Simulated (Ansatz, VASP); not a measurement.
**Two plane-wave programs on Cd**

```
Cd
1.0
     3.05542    0.00000    0.00000
    -1.52771    2.64607    0.00000
     0.00000    0.00000    6.33330
Cd
2
Cartesian
  0.0000 1.7640 1.5833
  1.5277 0.8820 4.7500
```

Alike in both runs: task single point; functional BLYP; k mesh 19 × 19 × 8; occupations fermi-dirac, width 0.1 eV; no spin polarisation.

|  | VASP | Ansatz |
| --- | --- | --- |
| version | VASP 6.6.1 | Ansatz 0.2.0 |
| potentials or method | VASP PAW PBE potentials, release 64 (Cd), cutoff 520 eV | plane waves (420 eV) with PAW, scalar-relativistic |
| valence electrons in the cell | 24 | 40 |

Ansatz gave:

```
pressure (GPa)                                                : 1.1
traceless stress, the component that is largest in VASP (GPa) : 0.03
```

Question: Which values does VASP return?

Answer: Pressure (GPa): 1.3; traceless stress, the component that is largest in VASP (GPa): -0.09.

VASP's potentials were made for PBE, not for BLYP. With one functional, cell and mesh, what is left measures potentials, basis and numerics. VASP's potentials hold 24 valence electrons a cell and Ansatz's 40, so a difference there can come from the potentials and not from the codes.
